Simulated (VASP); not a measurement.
Set up this calculation in VASP 6.6.1, as the native input.

| Property | Result |
| --- | --- |
| Task | single point |
| Functional | PBE |
| Dispersion | D3(BJ) |
| Potentials or basis | VASP PAW PBE potentials, release 64 (B, P) |
| Cutoff | 420 eV |
| k mesh | 12 × 12 × 1 |
| Occupations | gaussian, width 0.03 eV |
| Spin | no spin polarisation |
| Dipole correction | yes |
| Further INCAR settings | ALGO = Normal; EDIFF = 1e-06; NBANDS = 11; NELMDL = -8 |

The structure of BP lies in POSCAR:

```
BP
1.0
    3.2056406744      0.0000000000      0.0000000000
   -1.6028203372      2.7761662595      0.0000000000
    0.0000000000      0.0000000000     23.8000000000
B P
1 1
Direct
    0.3333333333      0.6666666667      0.2941176471
    0.6666666667      0.3333333333      0.2941176471
```

One way to write it, as run:

INCAR

```
SYSTEM = BP
  PREC = Accurate
  ENCUT = 420
  EDIFF = 1E-6
  ISMEAR = 0
  SIGMA = 0.03
  LREAL = .FALSE.
  LASPH = .TRUE.
  NELM = 120
  ALGO = Normal
  ISIF = 2
  LWAVE = .FALSE.
  LCHARG = .FALSE.
  LDIPOL = .TRUE.
  IDIPOL = 3
  DIPOL = 0.5 0.5 0.294
  GGA = PE
  IVDW = 12
  NBANDS = 11
  GGA_COMPAT = .FALSE.
  NELMDL = -8
```

KPOINTS

```
regular mesh
0
G
  12 12 1
  0 0 0
```

Potentials or basis: VASP PAW PBE potentials, release 64 (B, P).

Command:

```bash
$ cat potpaw_PBE.64/B/POTCAR potpaw_PBE.64/P/POTCAR > POTCAR
$ mpirun -np 1 vasp_std > vasp.out
```

It gave:

```
Band gap on the k mesh     : 0.90 eV
Dispersion energy per atom : -0.129 eV
```

Run time: 25 s on 1 thread of Intel(R) Xeon(R) 6975P-C (Granite Rapids), with other jobs on the host, peak memory 0.29 GiB.
